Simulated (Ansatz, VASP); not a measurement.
**Two plane-wave programs on MnHg**

```
Mn Hg
1.0
     3.31500    0.00000    0.00000
     0.00000    3.31500    0.00000
     0.00000    0.00000    3.31500
Mn Hg
1 1
Direct
  0.50000 0.50000 0.50000
  0.00000 0.00000 0.00000
```

Alike in both runs: task single point; functional LDA; k mesh 4 × 4 × 4; occupations gaussian, width 0.1 eV; collinear spin.

|  | VASP | Ansatz |
| --- | --- | --- |
| version | VASP 6.6.1 | Ansatz 0.2.0 |
| potentials or method | VASP PAW LDA potentials, release 64 (Mn_pv, Hg), cutoff 500 eV | scalar-relativistic, plane waves, PAW |
| valence electrons in the cell | 25 | 35 |

Ansatz gave:

```
gap on the k mesh at the Fermi level (eV)                     : none
pressure (GPa)                                                : -10.6
net moment per atom (μB)                                      : 1.86
size of the moment on the site where the two differ most (μB) : 3.69
```

Q: Which values does VASP return?

A: gap on the k mesh at the Fermi level (eV): none; pressure (GPa): -10.0; net moment per atom (μB): 1.86; size of the moment on the site where the two differ most (μB): 3.61.

LDA's correlation is that of Perdew and Zunger in VASP and of Perdew and Wang (1992) in Ansatz. Site moments also hang on the region over which each program counts them. A gap of «none» marks a metal or a gap that the smearing closes. VASP's potentials hold 25 valence electrons a cell and Ansatz's 35, so a difference there can come from the potentials and not from the codes. Ansatz's warnings: stress scf threshold loose.

The k mesh is coarse, so the values compare programs but aren't converged. Spin-orbit coupling is off throughout.
